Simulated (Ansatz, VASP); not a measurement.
One calculation of NaLa, two programs

```
CELL_PARAMETERS angstrom
3.69996 0.00000 0.00000
-1.84998 3.20426 0.00000
0.00000 0.00000 6.65227
ATOMIC_POSITIONS crystal
La 0.33333 0.66667 0.50000
Na 0.00000 0.00000 0.00000
```

Change from the starting cell: volume scaled by 1.08.

Alike in both runs: functional RPBE; dispersion D3(BJ); k mesh 9 × 9 × 4; occupations methfessel-paxton of order 1, width 0.1 eV; no spin polarisation.

|  | VASP | Ansatz |
| --- | --- | --- |
| version | VASP 6.6.1 | Ansatz 0.2.0 |
| potentials or method | VASP PAW PBE potentials, release 64 (La, Na_pv), cutoff 520 eV | all-electron LAPW, scalar-relativistic |
| task | single point | density of states |

|  | VASP | Ansatz | Ansatz less VASP |
| --- | --- | --- | --- |
| gap on the k mesh at the Fermi level (eV) | none | none | - |
| pressure (GPa) | -10.8 | -10.7 | +0.01 |
| traceless stress, the component that is largest in VASP (GPa) | 1.13 | 1.13 | +0.003 |

VASP's potentials were made for PBE, not for RPBE. A gap of «none» marks a metal or a gap that the smearing closes. Ansatz ran all-electron here, and VASP with PAW potentials.

Spin-orbit coupling is off throughout.
